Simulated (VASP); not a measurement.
# SiC (F-43m) in VASP: notebook, part 3 of 3

VASP 6.6.1. Earlier steps stand in the parts before.

**6. Relaxation of cell and atoms, PBE+D3(BJ)**

This run uses another cell than the first one, of 10.35 Å³/atom.

Input file INCAR:

```
PREC = Accurate ; ENCUT = 600
EDIFF = 1E-7 ; ISMEAR = 0
SIGMA = 0.02 ; LREAL = F
LASPH = T ; NELM = 120
ALGO = Normal ; ISIF = 3
LWAVE = F ; LCHARG = F
GGA = PE ; IVDW = 12
IBRION = 2 ; NSW = 100
EDIFFG = -0.002 ; GGA_COMPAT = F
NELMIN = 4
```

Input file KPOINTS:

```
Automatic mesh
0
Gamma
  10 10 10
```

Input file POSCAR:

```
SiC
1.0
    0.0000000000      2.1790000000      2.1790000000
    2.1790000000      0.0000000000      2.1790000000
    2.1790000000      2.1790000000      0.0000000000
Si C
1 1
Direct
    0.0000000000      0.0000000000      0.0000000000
    0.2500000000      0.2500000000      0.2500000000
```

Potentials or basis: VASP PAW PBE potentials, release 64 (Si, C).

Command:

```
> cat potpaw_PBE.64/Si/POTCAR potpaw_PBE.64/C/POTCAR > POTCAR
> mpirun -np 1 vasp_std > vasp.out
```

OUTCAR:

```text
PREC = Accurate
   ENCUT = 600
   EDIFF = 1E-7
   ISMEAR = 0
   LREAL = F
   LASPH = T
   NELM = 120
   ISIF = 3
   GGA = PE
   IVDW = 12
   IBRION = 2
   NSW = 100
   EDIFFG = -0.002
   NELMIN = 4
 IVDW          = 12

 ion  position               nearest neighbor table
   1  0.000  0.000  0.000-   2 1.89   2 1.89   2 1.89   2 1.89
   2  0.250  0.250  0.250-   1 1.89   1 1.89   1 1.89   1 1.89

  LATTYP: Found a face centered cubic cell.
 ALAT       =     4.3580000000

  Lattice vectors:

 A1 = (   0.0000000000,   2.1790000000,   2.1790000000)
 A2 = (   2.1790000000,   0.0000000000,   2.1790000000)
 A3 = (   2.1790000000,   2.1790000000,   0.0000000000)

Analysis of symmetry for initial positions (statically):
=====================================================================
 Subroutine PRICEL returns:
 Original cell was already a primitive cell.

 Routine SETGRP: Setting up the symmetry group for a
 face centered cubic supercell.

 Subroutine GETGRP returns: Found 24 space group operations
 (whereof 24 operations were pure point group operations)
 out of a pool of 48 trial point group operations.

The static configuration has the point symmetry T_d .

Analysis of symmetry for dynamics (positions and initial velocities):
=====================================================================
 Subroutine PRICEL returns:
 Original cell was already a primitive cell.

 Routine SETGRP: Setting up the symmetry group for a
 face centered cubic supercell.

 Subroutine GETGRP returns: Found 24 space group operations
 (whereof 24 operations were pure point group operations)
 out of a pool of 48 trial point group operations.

The dynamic configuration has the point symmetry T_d .

 Subroutine INISYM returns: Found 24 space group operations
 (whereof 24 operations are pure point group operations),
 and found     1 'primitive' translations

----------------------------------------------------------------------------------------

                                     Primitive cell

  volume of cell :      20.6920

  direct lattice vectors                    reciprocal lattice vectors
     0.000000000  2.179000000  2.179000000    -0.229463056  0.229463056  0.229463056
     2.179000000  0.000000000  2.179000000     0.229463056 -0.229463056  0.229463056
     2.179000000  2.179000000  0.000000000     0.229463056  0.229463056 -0.229463056

  length of vectors
     3.081571352  3.081571352  3.081571352     0.397441672  0.397441672  0.397441672

  position of ions in fractional coordinates (direct lattice)
     0.000000000  0.000000000  0.000000000
     0.250000000  0.250000000  0.250000000

  ion indices of the primitive-cell ions
   primitive index   ion index
                 1           1
                 2           2

----------------------------------------------------------------------------------------

 KPOINTS: Automatic mesh

Automatic generation of k-mesh.
 Grid dimensions read from file:
 generate k-points for:   10   10   10

 Generating k-lattice:

  Cartesian coordinates                     Fractional coordinates (reciprocal lattice)
    -0.022946306  0.022946306  0.022946306     0.100000000  0.000000000  0.000000000
     0.022946306 -0.022946306  0.022946306     0.000000000  0.100000000  0.000000000
     0.022946306  0.022946306 -0.022946306     0.000000000  0.000000000  0.100000000

  Length of vectors
     0.039744167  0.039744167  0.039744167

  Shift w.r.t. Gamma in fractional coordinates (k-lattice)
     0.000000000  0.000000000  0.000000000

 Subroutine IBZKPT returns following result:
 ===========================================

 Found     47 irreducible k-points:

 Following reciprocal coordinates:
            Coordinates               Weight
  0.000000  0.000000  0.000000      1.000000
  0.100000  0.000000  0.000000      8.000000
  0.200000  0.000000  0.000000      8.000000
  0.300000  0.000000  0.000000      8.000000
  0.400000  0.000000  0.000000      8.000000
  0.500000  0.000000  0.000000      4.000000
[... 16 lines left out ...]
  0.300000  0.300000  0.000000      6.000000
  0.400000  0.300000  0.000000     24.000000
 [... further k-points ...]
   k-points           NKPTS =     47   k-points in BZ     NKDIM =     47   number of bands    NBANDS=      8
   number of dos      NEDOS =    301   number of ions     NIONS =      2
   total plane-waves  NPLWV =  21952
   dimension x,y,z NGX =    28 NGY =   28 NGZ =   28
   dimension x,y,z NGXF=    56 NGYF=   56 NGZF=   56
   ions per type =               1   1
   NGX,Y,Z   is equivalent  to a cutoff of  15.11, 15.11, 15.11 a.u.
   NGXF,Y,Z  is equivalent  to a cutoff of  30.21, 30.21, 30.21 a.u.
 SYSTEM =  unknown system
   PREC   = accura    normal or accurate (medium, high low for compatibility)
   ISTART =      0    job   : 0-new  1-cont  2-samecut
   ICHARG =      2    charge: 1-file 2-atom 10-const
   ISPIN  =      1    spin polarized calculation?
   LNONCOLLINEAR =      F non collinear calculations
   LSORBIT =      F    spin-orbit coupling
   LASPH  =      T    aspherical Exc in radial PAW
   ENCUT  =  600.0 eV  44.10 Ry    6.64 a.u.   6.15  6.15  6.15*2*pi/ulx,y,z
   NELM   =    120;   NELMIN=  4; NELMDL= -5     # of ELM steps
   EDIFF  = 0.1E-06   stopping-criterion for ELM
   LREAL  =      F    real-space projection
   EDIFFG = -.2E-02   stopping-criterion for IOM
   NSW    =    100    number of steps for IOM
   IBRION =      2    ionic relax: 0-MD 1-quasi-New 2-CG
   NFREE  =      1    steps in history (QN), initial steepest desc. (CG)
   ISIF   =      3    stress and relaxation
   ISYM   =      2    0-nonsym 1-usesym 2-fastsym
   POTIM  = 0.5000    time-step for ionic-motion
   TEBEG  =    0.0;   TEEND  =   0.0 temperature during run
   PSTRESS=    0.0 pullay stress
   NELECT =       8.0000    total number of electrons
   NUPDOWN=      -1.0000    fix difference up-down
   EMIN   =  10.00;   EMAX   =-10.00  energy-range for DOS
   EFERMI =   0.00;   METHOD = LEGACY
   ISMEAR =     0;   SIGMA  =   0.02  broadening in eV -4-tet -1-fermi 0-gaus
   EFERMI_NEDOS =   21; number of points for ismear=-14 and -15
   IALGO  =     38    algorithm
   IMIX   =      4    mixing-type and parameters
     AMIX     =   0.40;   BMIX     =  1.00
     AMIX_MAG =   1.60;   BMIX_MAG =  1.00
  volume/ion in A,a.u.               =      10.35        69.82
  Fermi-wavevector in a.u.,A,eV,Ry     =   1.192626  2.253736 19.352338  1.422357
  Thomas-Fermi vector in A             =   2.328660
   LORBIT       =      0    0 simple, 1 ext, 2 COOP (PROOUT), +10 PAW based schemes
   GGA     = PE    functional components
   LHFCALC =     F    Hartree Fock is set to
   AEXX    =    0.0000 exact exchange contribution
   IVDW    =    12    specifies the selected vdW correction
   LEPSILON=     F    determine dielectric tensor
   LRPA    =     F    only Hartree local field effects (RPA)
 conjugate gradient relaxation of ions
 non-spin polarized calculation
 Gauss-broadening in eV      SIGMA  =   0.02
  energy-cutoff  :      600.00
  volume of cell :       20.69
 maximum number of plane-waves:       701
 NGX is ok and might be reduce to    28
   NGX = 13   NGY = 13   NGZ = 13

--------------------------------------- Ionic step        1  -------------------------------------------

 number of electron       8.0000000 magnetization

 Free energy of the ion-electron system (eV)
  ---------------------------------------------------
  ext. energy  EPLUGINS =         0.00000000
  ---------------------------------------------------
  free energy    TOTEN  =       -15.05911973 eV

  energy without entropy =      -15.05911973  energy(sigma->0) =      -15.05911973

------------------------ aborting loop because EDIFF is reached ----------------------------------------

 Edisp (eV)   -0.60223

 E8    (eV) :    -0.2263
[... 71 lines left out ...]
--------------------------------------- Ionic step        3  -------------------------------------------

 number of electron       8.0000000 magnetization

 Free energy of the ion-electron system (eV)
  ---------------------------------------------------
  ext. energy  EPLUGINS =         0.00000000
  ---------------------------------------------------
  free energy    TOTEN  =       -15.05542643 eV

  energy without entropy =      -15.05542643  energy(sigma->0) =      -15.05542643

 E-fermi :   8.2917     XC(G=0): -11.3883

 val. band max:        8.1890763138   @ k =   0.0000   0.0000   0.0000
 cond. band min:       9.5396258064   @ k =   0.5000   0.5000   0.0000
 fundamental gap:      1.3505494926
 Fermi energy:         8.2917072943

 k-point     1 :       0.0000    0.0000    0.0000
  band No.  band energies     occupation
      1      -7.2719      2.00000
      2       8.1891      2.00000
      3       8.1891      2.00000
      4       8.1891      2.00000
      5      14.5091      0.00000
      6      15.5486      0.00000
      7      15.5486      0.00000
      8      15.5486      0.00000
[... 243 lines left out ...]
 k-point    24 :       0.4000    0.3000    0.0000
  band No.  band energies     occupation
      1      -4.1114      2.00000
      2       2.6010      2.00000
      3       5.0235      2.00000
      4       5.5532      2.00000
      5      11.0650      0.00000
      6      13.8451      0.00000
      7      19.8908      0.00000
      8      20.1917      0.00000

 [... further k-points ...]

------------------------ aborting loop because EDIFF is reached ----------------------------------------

 Edisp (eV)   -0.60668

 E8    (eV) :    -0.2280
[... 25 lines left out ...]
  FREE ENERGIE OF THE ION-ELECTRON SYSTEM (eV)
  ---------------------------------------------------
  free  energy   TOTEN  =       -15.6621079034 eV

  energy  without entropy=      -15.6621079034  energy(sigma->0) =      -15.66210790

 reached required accuracy - stopping structural energy minimisation
```

CONTCAR:

```text
SiC
   1.00000000000000
     0.0000000000000000    2.1736568021944955    2.1736568021944955
     2.1736568021944955   -0.0000000000000000    2.1736568021944955
     2.1736568021944955    2.1736568021944955   -0.0000000000000000
  Si              C
     1     1
Direct
     0.0000000000000000    0.0000000000000000    0.0000000000000000
     0.2500000000000000    0.2500000000000000    0.2500000000000000

  0.00000000E+00  0.00000000E+00  0.00000000E+00
  0.00000000E+00  0.00000000E+00  0.00000000E+00
```

It took 22 s on 1 thread of Intel Xeon Platinum 8259CL at 2.50GHz (Skylake/Cascade Lake), shared host; peak memory 0.16 GiB.

Results:

```yaml
Free_energy: -15.6621 eV
Relaxed_volume: 10.27 Å³/atom
Relaxed_cell: a = 3.074 Å, b = 3.074 Å, c = 3.074 Å, α = 60.00°, β = 60.00°, γ = 60.00°
Space_group_after_relaxing_to_0.1_Å: F-43m (No. 216)
Energy_gained_by_relaxing: 0.4 meV/atom
Ionic_steps: 3
Pressure_after_relaxing: 0.0 GPa
Band_gap_on_the_k_mesh: 1.35 eV (least direct gap 4.55 eV)
Dispersion_energy_per_atom: -0.303 eV
```

Step by step:
| step | energy change (eV) | largest force (eV/Å) | pressure (GPa) | volume (Å³) |
| --- | --- | --- | --- | --- |
| 1 | 0.0000 | 0.0000 | -1.59 | 20.69 |
| 2 | 0.0001 | 0.0000 | 1.70 | 20.39 |
| 3 | -0.0008 | 0.0000 | 0.01 | 20.54 |

Final structure:
```
Si C
1.0
     0.00000    2.17366    2.17366
     2.17366    0.00000    2.17366
     2.17366    2.17366    0.00000
Si C
1 1
Direct
  0.00000 0.00000 0.00000
  0.25000 0.25000 0.25000
```

**7. Summary**

```csv
task,cell,gap on the mesh (eV),pressure (GPa)
single point,"a = 3.044 Å, angles 60.0°, 2 atoms",1.32,6.9
single point,"a = 3.106 Å, angles 60.0°, 2 atoms",1.38,-6.4
single point,"a = 3.135 Å, angles 60.0°, 2 atoms",1.40,-11.7
single point,"a = 3.165 Å, angles 60.0°, 2 atoms",1.43,-16.2
relaxation of cell and atoms,"relaxed from a = 3.082 Å, angles 60.0°, 2 atoms",1.35,0.0
```

Alike in all rows: level PBE+D3(BJ); potentials or basis VASP PAW PBE potentials, release 64 (Si, C); no spin polarisation; k mesh 10 × 10 × 10; cutoff (eV) 600; smearing gaussian 0.02 eV.

Caveats: the cell stands under tension (at least some runs); the cell stands under pressure (at least some runs).

Absolute energies hang on the potentials; compare differences alone.
